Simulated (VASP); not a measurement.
## GaB: relaxation of cell and atoms with PBE

The system is GaB.

```
Ga B
1.0
    -1.62908    1.62908    2.27230
     1.62908   -1.62908    2.27230
     1.62908    1.62908   -2.27230
Ga B
1 1
Direct
  0.00000 0.00000 0.00000
  0.50000 0.50000 0.00000
```

```json
{
 "Program": "VASP 6.6.1",
 "Task": "relaxation of cell and atoms",
 "Functional": "PBE",
 "Potentials or basis": "VASP PAW PBE potentials, release 64 (Ga_d, B)",
 "Cutoff": "500 eV",
 "k mesh": "24 × 24 × 24",
 "Occupations": "gaussian, width 0.1 eV",
 "Spin": "no spin polarisation",
 "Dipole correction": "no",
 "Further INCAR settings": "ALGO = Normal; EDIFF = 1e-07; IBRION = 2; EDIFFG = -0.01; NSW = 100; ISIF = 3"
}
```

The relaxed volume is 12.11 Å³/atom, the relaxed cell is a = 3.248 Å, b = 3.248 Å, c = 3.248 Å, α = 119.99°, β = 119.99°, γ = 90.01° and the space group after relaxing (to 0.1 Å) is Fm-3m (No. 225). The energy gained by relaxing is 0.9 meV/atom and the ionic steps are 4. The pressure after relaxing is 0.0 GPa and the band gap on the k mesh is zero (bands 8 and 9 overlap by 6.46 eV).

Step by step:
| step | energy change (eV) | largest force (eV/Å) | pressure (GPa) | volume (Å³) |
| --- | --- | --- | --- | --- |
| 1 | 0.0000 | 0.0000 | 0.57 | 24.12 |
| 2 | -0.0015 | 0.0000 | -0.19 | 24.27 |
| 3 | -0.0016 | 0.0000 | -0.38 | 24.32 |
| 4 | -0.0017 | 0.0000 | 0.05 | 24.23 |

Final structure:
```cif
data_structure
_symmetry_space_group_name_H-M 'P 1'
_symmetry_Int_Tables_number 1
_cell_length_a 3.2479
_cell_length_b 3.2479
_cell_length_c 3.2479
_cell_angle_alpha 119.993
_cell_angle_beta 119.993
_cell_angle_gamma 90.013
_cell_volume 24.23
loop_
_atom_site_label
_atom_site_type_symbol
_atom_site_fract_x
_atom_site_fract_y
_atom_site_fract_z
_atom_site_occupancy
Ga1 Ga 0.00000 0.00000 0.00000 1
B1 B 0.50000 0.50000 0.00000 1
```

Levels at points of the mesh, in eV from the Fermi level:
```
           k point  band 6  band 7  band 8  band 9  band 10  band 11
(0.00, 0.00, 0.00)  -12.62    2.35    2.35    2.35     8.47    11.70
(0.50, 0.00, 0.00)   -7.81   -7.42    2.59    2.59     6.45     6.46
(0.50, 0.50, 0.00)   -6.06   -5.55   -1.15   -1.15     0.83     6.02
(0.50, 0.50, 0.50)   -6.06   -5.55   -1.15   -1.15     0.83     6.02
```

Run time: 11 min on 1 thread of Oxide Virtual Turin-like Processor, with other jobs on the host, peak memory 0.39 GiB.
